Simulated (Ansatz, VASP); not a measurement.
**AlInSb2: VASP beside Ansatz**

```
Al In Sb
1.0
     4.37999    0.00000    0.00000
     0.00000    4.37999    0.00000
     0.00000    0.00000    6.43332
Al In Sb
1 1 2
Direct
  0.00000 0.00000 0.00000
  0.50000 0.50000 0.50000
  0.00000 0.50000 0.21402
  0.50000 0.00000 0.78598
```

Alike in both runs: task single point; functional LDA; k mesh 8 × 8 × 6; occupations gaussian, width 0.05 eV; no spin polarisation.

|  | VASP | Ansatz |
| --- | --- | --- |
| version | VASP 6.6.1 | Ansatz 0.2.0 |
| potentials or method | VASP PAW LDA potentials, release 64 (Al, In_d, Sb), cutoff 520 eV | scalar-relativistic, plane waves, PAW |
| valence electrons in the cell | 26 | 46 |

|  | VASP | Ansatz | Ansatz less VASP |
| --- | --- | --- | --- |
| gap on the k mesh at the Fermi level (eV) | 0.07 | 0.07 | +0.008 |
| least direct gap on the mesh (eV) | 0.44 | 0.39 | -0.050 |
| pressure (GPa) | 0.5 | 0.2 | -0.24 |
| traceless stress, the component that is largest in VASP (GPa) | -1.62 | -1.60 | +0.022 |
| rms of the force components (eV/Å) | 0.528 | 0.513 | -0.0147 |

LDA's correlation is that of Perdew and Zunger in VASP and of Perdew and Wang (1992) in Ansatz. Atom by atom the forces differ by 0.015 eV/Å (rms over components). VASP's potentials hold 26 valence electrons a cell and Ansatz's 46, so a difference there can come from the potentials and not from the codes.

Spin-orbit coupling is off throughout.
